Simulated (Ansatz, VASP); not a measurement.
Two plane-wave programs on Ti2TeS

File INCAR:

```
SYSTEM = Ti2TeS
ALGO     = Normal         ! electronic algorithm
EDIFF    = 1E-7           ! SCF threshold, eV
EDIFFG   = -0.01          ! ionic threshold
ENCUT    = 600            ! plane-wave cutoff, eV
GGA      = PE             ! functional
IBRION   = 2              ! ionic algorithm
ISIF     = 3              ! what is computed and relaxed
ISMEAR   = 0              ! smearing method
LASPH    = .TRUE.         ! aspherical terms in the spheres
LCHARG   = .FALSE.        ! write CHGCAR
LREAL    = .FALSE.        ! projectors in reciprocal space
LWAVE    = .FALSE.        ! write WAVECAR
NELM     = 100            ! most SCF steps
NSW      = 100            ! ionic steps
PREC     = Accurate       ! precision mode
SIGMA    = 0.1            ! smearing width, eV
```

Contents of KPOINTS:

```
k-points
0
G
  12 12 6
  0 0 0
```

Contents of POSCAR:

```
Ti2TeS
1.0
    3.4687332905      0.0000000000      0.0000000000
   -1.7343666453      3.0040111485      0.0000000000
    0.0000000000      0.0000000000      6.9166871785
Ti Te S
2 1 1
Direct
    0.0000000000      0.0000000000      0.7203662173
    0.0000000000      0.0000000000      0.2796337827
    0.3333333333      0.6666666667      0.0000000000
    0.6666666667      0.3333333333      0.5000000000
```

Input for Ansatz:

```yaml
crystal:
  lattice:
    - [3.4687332905, 0.0, 0.0]
    - [-1.7343666453, 3.0040111485, 0.0]
    - [0.0, 0.0, 6.9166871785]
  atoms:
    - { symbol: Ti, position: [0.0, 0.0, 0.7203662173] }
    - { symbol: Ti, position: [0.0, 0.0, 0.2796337827] }
    - { symbol: Te, position: [0.3333333333, 0.6666666667, 0.0] }
    - { symbol: S, position: [0.6666666667, 0.3333333333, 0.5] }
basis:
  ecutwfc: 420
kpoints:
  mp_grid: { grid: [12, 12, 6] }
hamiltonian:
  xc: pbe
scf:
  occupations: { method: gaussian, width: 0.1 }
output:
  forces: true
  stress: true
  eigenvalues: true
relax:
  adjacent_minimum: "off"
  f_tol: 0.01
  max_steps: 80
  cell: { stress_tol: 0.05 }
```

Change from the starting cell: species swapped into the Ni2SbTe type (P-6m2, No. 187).

Alike in both runs: task relaxation of cell and atoms; functional PBE; k mesh 12 × 12 × 6; occupations gaussian, width 0.1 eV; no spin polarisation.

|  | VASP | Ansatz |
| --- | --- | --- |
| version | VASP 6.6.1 | Ansatz 0.2.0 |
| potentials or method | VASP PAW PBE potentials, release 64 (Ti_sv, Te, S), cutoff 600 eV | scalar-relativistic, plane waves, PAW |
| valence electrons in the cell | 36 | 46 |

Ansatz gave:

```
gap on the k mesh at the Fermi level, each at its own relaxed structure (eV) : none
relaxed volume (Å³/atom)                                                     : 17.92
relaxed cell length with the largest relative difference (Å)                 : 6.970
```

Task: What did VASP give for the same quantities?

Result: gap on the k mesh at the Fermi level, each at its own relaxed structure (eV): none; relaxed volume (Å³/atom): 17.92; relaxed cell length with the largest relative difference (Å): 6.971.

A gap of «none» marks a metal or a gap that the smearing closes. VASP's potentials hold 36 valence electrons a cell and Ansatz's 46, so a difference there can come from the potentials and not from the codes.

Neither program's run includes spin-orbit coupling.
